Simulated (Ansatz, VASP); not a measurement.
# Br: VASP beside Ansatz

Contents of INCAR:

```
SYSTEM = Br
ALGO = Normal ; EDIFF = 1E-7
EDIFFG = -0.01 ; ENCUT = 500
GGA = PE ; GGA_COMPAT = .False.
IBRION = 2 ; ISIF = 3
ISMEAR = -1 ; IVDW = 13
LASPH = .True. ; LCHARG = .False.
LREAL = .False. ; LWAVE = .False.
NELM = 120 ; NELMIN = 4
NSW = 60 ; PREC = Accurate
SIGMA = 0.05
```

KPOINTS

```
k-points
0
Gamma
  13 13 13
  0 0 0
```

The input POSCAR:

```
Br
1.0
   -1.4234917050      1.4234917050      3.5775173700
    1.4234917050     -1.4234917050      3.5775173700
    1.4234917050      1.4234917050     -3.5775173700
Br
1
Direct
    0.0000000000      0.0000000000      0.0000000000
```

Contents of input.yaml:

```yaml
crystal:
  lattice:
    - [-1.423491705, 1.423491705, 3.57751737]
    - [1.423491705, -1.423491705, 3.57751737]
    - [1.423491705, 1.423491705, -3.57751737]
  atoms:
    - { symbol: Br, position: [0.0, 0.0, 0.0] }
hamiltonian:
  xc: pbe
  pseudopotentials: { kind: paw }
  dispersion: d4
kpoints:
  mp_grid: { grid: [13, 13, 13] }
scf:
  occupations: { method: fermi_dirac, width: 0.05 }
output:
  forces: true
  stress: true
  eigenvalues: true
relax:
  f_tol: 0.01
  max_steps: 40
  cell: { stress_tol: 0.05 }
```

Alike in both runs: task relaxation of cell and atoms; functional PBE; dispersion D4; k mesh 13 × 13 × 13; occupations fermi-dirac, width 0.05 eV; no spin polarisation.

|  | VASP | Ansatz |
| --- | --- | --- |
| version | VASP 6.6.1 | Ansatz 0.2.0 |
| potentials or method | VASP PAW PBE potentials, release 64 (Br) | Ansatz PAW |
| plane-wave cutoff (eV) | 500 | 420 |
| valence electrons in the cell | 7 | 7 |

Ansatz gave:

* gap on the k mesh at the Fermi level, each at its own relaxed structure (eV): none
* relaxed volume (Å³/atom): 28.67
* relaxed cell length with the largest relative difference (Å): 4.077

Estimate VASP's values.

gap on the k mesh at the Fermi level, each at its own relaxed structure (eV): none; relaxed volume (Å³/atom): 28.71; relaxed cell length with the largest relative difference (Å): 4.080.

A gap of «none» marks a metal or a gap that the smearing closes.

Noted on Ansatz's run: the plane-wave basis is chosen anew once the cell has moved, so the energies of steps on either side of that aren't comparable.
